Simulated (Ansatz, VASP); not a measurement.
## TaBiO in VASP and in Ansatz

```xyz
3
Lattice="2.1696 -2.1696 0.0000 2.1696 2.1696 0.0000 0.0000 0.0000 5.7875" Properties=species:S:1:pos:R:3 pbc="T T T"
Ta    2.1696    0.0000    0.0000
Bi    0.0000    0.0000    2.8937
O     0.0000    0.0000    0.0000
```

Alike in both runs: functional PBE; k mesh 4 × 4 × 3; occupations gaussian, width 0.15 eV; no spin polarisation.

Ansatz relaxed the structure, and its values are those at the end. VASP's run is a single point on that final structure, the one shown.

```csv
,VASP,Ansatz
version,VASP 6.6.1,Ansatz 0.2.0
potentials or method,"VASP PAW PBE potentials, release 64 (Ta_pv, Bi_d, O), cutoff 600 eV","scalar-relativistic, plane waves, PAW"
valence electrons in the cell,32,34
```

VASP gave:

- gap on the k mesh at the Fermi level (eV): none
- pressure (GPa): 0.1

**Question.** What did Ansatz give for the same quantities?

**Answer.** gap on the k mesh at the Fermi level (eV): none; pressure (GPa): 0.0.

A gap of «none» marks a metal or a gap that the smearing closes. The functional is the same, so the differences come from potentials, cutoffs and numerics. VASP's potentials hold 32 valence electrons a cell and Ansatz's 34, so a difference there can come from the potentials and not from the codes.

The k mesh is coarse, so the values compare programs but aren't converged. Spin-orbit coupling is off throughout.
